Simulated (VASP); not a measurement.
Input of a VASP 6.6.1 run:

File INCAR:

```
SYSTEM = GaN
  PREC = Accurate
  ENCUT = 520
  EDIFF = 1E-6
  ISMEAR = -1
  SIGMA = 0.02
  LREAL = .False.
  LASPH = .True.
  NELM = 100
  ALGO = Normal
  ISIF = 2
  LWAVE = .False.
  LCHARG = .True.
  GGA = PE
  LELF = .True.
  LVHAR = .True.
  NBANDS = 16
```

File KPOINTS:

```
regular mesh
0
Gamma
  10 10 10
  0 0 0
```

POSCAR

```
GaN
1.0
    0.0000000000      2.1085152362      2.1717706933
    2.1085152362      0.0000000000      2.1717706933
    2.1085152362      2.1085152362      0.0000000000
Ga N
1 1
Direct
    0.0000000000      0.0000000000      0.0000000000
    0.5000000000      0.5000000000      0.5000000000
```

Potentials or basis: VASP PAW PBE potentials, release 64 (Ga_d, N).

Run with:

```sh
$ cat potpaw_PBE.64/Ga_d/POTCAR potpaw_PBE.64/N/POTCAR > POTCAR
$ mpirun -np 1 vasp_std > vasp.out
```

Q: Estimate the band gap on the k mesh.

A: 0.33 eV, indirect (least direct gap 2.31 eV).

Q: What does it give for the pressure?

A: 2.5 GPa.

Stress tensor (GPa, compression positive):
```
 4.11  0.00  0.00
 0.00  4.11  0.00
 0.00  0.00 -0.80
```

Caveat: the cell differs from its parent crystal (uniaxial z strain +3.0%). A k mesh can miss the band edges.
